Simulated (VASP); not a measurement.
A run of VASP 6.6.1 is set up as follows.

File INCAR:

```
SYSTEM = TiSn
PREC = Accurate
ENCUT = 520
EDIFF = 1E-6
ISMEAR = -1
SIGMA = 0.05
LREAL = .FALSE.
LASPH = .TRUE.
NELM = 60
ALGO = Normal
ISIF = 2
LWAVE = .FALSE.
LCHARG = .FALSE.
GGA = PE
IVDW = 12
NBANDS = 20
```

File KPOINTS:

```
Automatic mesh
0
G
  8 8 8
  0 0 0
```

File POSCAR:

```
TiSn
1.0
    0.0000000000      2.7672068297      2.7672068297
    2.7672068297      0.0000000000      2.7672068297
    2.7672068297      2.7672068297      0.0000000000
Ti Sn
1 1
Direct
    0.0000000000      0.0000000000      0.0000000000
    0.5000000000      0.5000000000      0.5000000000
```

Potentials or basis: VASP PAW PBE potentials, release 64 (Ti_sv, Sn_d).

Run with:

```console
$ cat potpaw_PBE.64/Ti_sv/POTCAR potpaw_PBE.64/Sn_d/POTCAR > POTCAR
$ mpirun -np 1 vasp_std > vasp.out
```

(1) Predict the band gap on the k mesh.

(2) Estimate the pressure.

(3) What does it give for the dispersion energy per atom?

Answers

(1) zero (bands 13 and 14 overlap by 0.37 eV).

(2) -0.4 GPa.

(3) -0.496 eV.

Caveat: three body term missing; spin-orbit coupling is left out, which moves the levels of the heavy elements.
